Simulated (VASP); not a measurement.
Runs of VASP 6.6.1 on BaTiO3 (Barioperovskite). It takes space group Amm2 (No. 38, orthorhombic). Conventional cell: a = 3.986 Å, b = 5.674 Å, c = 5.690 Å, α = 90.00°, β = 90.00°, γ = 90.00°. Within 3.7 Å of Ba (site symmetry mm2) lie 12 O at 2.77 to 2.92 Å and 8 Ti at 3.42 to 3.53 Å. Ti (site symmetry mm2) has 6 O at 1.93 to 2.09 Å within 2.6 Å. O (site symmetry mm2) has 2 Ti at 2.00 Å within 2.6 Å. Within 2.6 Å of O (site symmetry m) lie 2 Ti at 1.93 to 2.09 Å. 

```tsv
U	gap on the mesh (eV)	pressure (GPa)	largest force (eV/Å)
Ti d U = 7.0 eV	2.87	4.0	0.66
Ti d U = 1.0 eV	2.07	-1.1	(a)
Ti d U = 3.0 eV	2.32	0.6	0.22
Ti d U = 5.0 eV	2.58	(b)	0.32
```

Alike in all rows: task single point; level PBEsol+U; potentials or basis VASP PAW PBE potentials, release 64 (Ba_sv, Ti_sv, O); no spin polarisation; cell as given; k mesh 3 × 3 × 3; cutoff (eV) 520; smearing gaussian 0.01 eV.

**Question.** Estimate the missing entries.

**Answer.** (a) 0.38; (b) 2.3.

Caveats: all runs use coarse meshes; the PAW data sets were made with another functional, which shifts forces and pressure a little; spin-orbit coupling is left out, which moves the levels of the heavy elements.

A k mesh can miss the band edges, and the runs leave out spin-orbit coupling on Ba.
